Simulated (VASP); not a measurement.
# CuSi16 (a cell with a defect) in VASP: further runs, part 2 of 2

VASP 6.6.1. The steps go on from the part before.

## 3. Single point, PBE

File INCAR:

```
SYSTEM = CuSi16
PREC = Accurate
ENCUT = 520
EDIFF = 1E-7
ISMEAR = 0
SIGMA = 0.05
LREAL = Auto
LASPH = .TRUE.
NELM = 60
ALGO = Normal
ISIF = 2
LWAVE = .FALSE.
LCHARG = .FALSE.
GGA = PE
NBANDS = 52
NELECT = 74.0
```

File KPOINTS:

```
Automatic mesh
0
G
  2 2 2
  0 0 0
```

File POSCAR:

```
CuSi16
1.0
    0.0000000000      5.4300000000      5.4300000000
    5.4300000000      0.0000000000      5.4300000000
    5.4300000000      5.4300000000      0.0000000000
Si Cu
16 1
Direct
   -0.0078471455     -0.0029392265      0.0140014733
    0.1250551565      0.1328058011      0.1176376611
   -0.0046922652      0.0039707182      0.5061381215
    0.1230495396      0.1184985267      0.6395353591
    0.0126268877      0.5126896869     -0.0380265193
    0.1242639042      0.6246318600      0.1179550645
   -0.0057325046      0.4941531308      0.5058616022
    0.1364365562      0.6356919890      0.5904503683
    0.4973180479     -0.0026237569      0.0143880295
    0.6203022099      0.1210456722      0.1397272560
    0.4959367403     -0.0039700737      0.5132280847
    0.6193521179      0.1188909761      0.6399563536
    0.4966854512      0.4928539595      0.0141532228
    0.6326413444      0.6251194291      0.1182313996
    0.5046546961      0.4947616943      0.5066209945
    0.6186503683      0.6232255064      0.6396662063
    0.8885849908      0.3877523941      0.3329855433
```

Potentials or basis: VASP PAW PBE potentials, release 64 (Si, Cu).

Run with:

```bash
$ cat potpaw_PBE.64/Si/POTCAR potpaw_PBE.64/Cu/POTCAR > POTCAR
$ mpirun -np 1 vasp_std > vasp.out
```

OUTCAR:

```text
SYSTEM = CuSi16
   PREC = Accurate
   ENCUT = 520
   EDIFF = 1E-7
   ISMEAR = 0
   LREAL = Auto
   LASPH = .TRUE.
   NELM = 60
   ISIF = 2
   GGA = PE
   NELECT = 74.0

 ion  position               nearest neighbor table
   1  0.992  0.997  0.014-  10 2.33   2 2.34   6 2.34   4 2.35
   2  0.125  0.133  0.118-   1 2.34   9 2.34   5 2.39   3 2.44  17 2.56
   3  0.995  0.004  0.506-   8 2.32   4 2.36  12 2.36  17 2.43   2 2.44
   4  0.123  0.118  0.640-  11 2.34   1 2.35   3 2.36   7 2.36  17 2.95
   5  0.013  0.513  0.962-  17 2.33   8 2.33   6 2.39   2 2.39  14 2.39
[... 641 lines left out ...]
  Total       -1.8223619     -1.8284441     -1.8671185      0.1788998     -0.2379604     -0.1897024
  in kB       -9.1183389     -9.1487715     -9.3422822      0.8951400     -1.1906546     -0.9491918
  external PRESSURE =      -9.2031309 kB  Pullay stress =       0.0000000 kB

 VOLUME and BASIS-vectors are now :
 -----------------------------------------------------------------------------
  energy-cutoff  :      520.00
  volume of cell :      320.21
      direct lattice vectors                 reciprocal lattice vectors
     0.000000000  5.430000000  5.430000000    -0.092081031  0.092081031  0.092081031
     5.430000000  0.000000000  5.430000000     0.092081031 -0.092081031  0.092081031
     5.430000000  5.430000000  0.000000000     0.092081031  0.092081031 -0.092081031

 POSITION                                       TOTAL-FORCE (eV/Angst)
 -----------------------------------------------------------------------------------
      5.49007      5.46342     10.80143        -0.006051      0.007775      0.003558
      1.35991      1.31782      1.40018         0.005055      0.010145     -0.007011
      2.76989      8.15285      5.42608        -0.008517     -0.009821      0.003137
      4.11612      4.14084      1.31161         0.003019     -0.000460     -0.006420
      8.00742      5.29208      2.85247        -0.005415     -0.015192      0.008397
      4.03225      1.31525      4.06650         0.002213      0.002909      0.005768
[... 9 lines left out ...]
      6.85750      6.83266      6.74339         0.000565      0.009246     -0.006310
      3.91361      6.63313      6.93051         0.011105      0.012463     -0.012298
 -----------------------------------------------------------------------------------
    total drift:                                0.000004     -0.003544      0.003667

  FREE ENERGIE OF THE ION-ELECTRON SYSTEM (eV)
  ---------------------------------------------------
  free  energy   TOTEN  =       -94.2208163758 eV

  energy  without entropy=      -94.2208163641  energy(sigma->0) =      -94.22081637
```

stdout:

```text
POSCAR found type information on POSCAR SiCu
 POSCAR found :  2 types and      17 ions
 scaLAPACK will be used
 LDA part: xc-table for (Slater+PW92), standard interpolation
 POSCAR, INCAR and KPOINTS ok, starting setup
 FFT: planning ... GRIDC
 FFT: planning ... GRID_SOFT
 FFT: planning ... GRID
 WAVECAR not read
 entering main loop
 the old and the new charge density differ
 old charge density:    75.00000 new   74.00000
    0.230E+01
```

It took 3.2 min on 1 thread of Intel Xeon 6975P-C (Granite Rapids), shared host; peak memory 0.5 GiB.

Results:

| Property | Result |
| --- | --- |
| Free energy | -94.2208 eV |
| Largest force | 0.022 eV/Å |

Forces on the atoms (eV/Å):
```
Si  -0.006  0.008  0.004
Si   0.005  0.010 -0.007
Si  -0.009 -0.010  0.003
Si   0.003  0.000 -0.006
Si  -0.005 -0.015  0.008
Si   0.002  0.003  0.006
Si  -0.003 -0.006  0.012
Si   0.014  0.010 -0.003
Si   0.002 -0.002  0.000
Si  -0.008  0.000 -0.016
Si   0.004 -0.002  0.011
Si  -0.004  0.001  0.002
Si   0.006 -0.006  0.001
Si  -0.003  0.008  0.001
Si  -0.010 -0.020  0.003
Si   0.001  0.009 -0.006
Cu   0.011  0.012 -0.012
```

Levels at points of the mesh, in eV from the Fermi level:
```
           k point  band 35  band 36  band 37  band 38  band 39  band 40
(0.00, 0.00, 0.00)    -0.64    -0.19    -0.19     0.18     0.61     0.61
(0.50, 0.00, 0.00)    -0.84    -0.76    -0.67     0.59     1.09     1.29
(0.00, 0.50, 0.00)    -0.84    -0.76    -0.68     0.59     1.09     1.29
(0.00, 0.00, 0.50)    -0.91    -0.72    -0.72     0.42     1.26     1.34
(0.50, 0.50, 0.50)    -0.84    -0.76    -0.66     0.59     1.09     1.29
(0.50, 0.50, 0.00)    -1.44    -1.41    -0.96     0.67     1.06     2.03
(0.00, 0.50, 0.50)    -1.43    -1.41    -0.95     0.67     1.06     2.03
(0.50, 0.00, 0.50)    -1.43    -1.41    -0.95     0.67     1.06     2.03
```

Caveat: the k points lie up to 0.50 Å⁻¹ apart; the cell carries a net charge on a neutralising background, which shifts energy and pressure; the cell is charged against a uniform background, so pressure and absolute levels hang on convention.
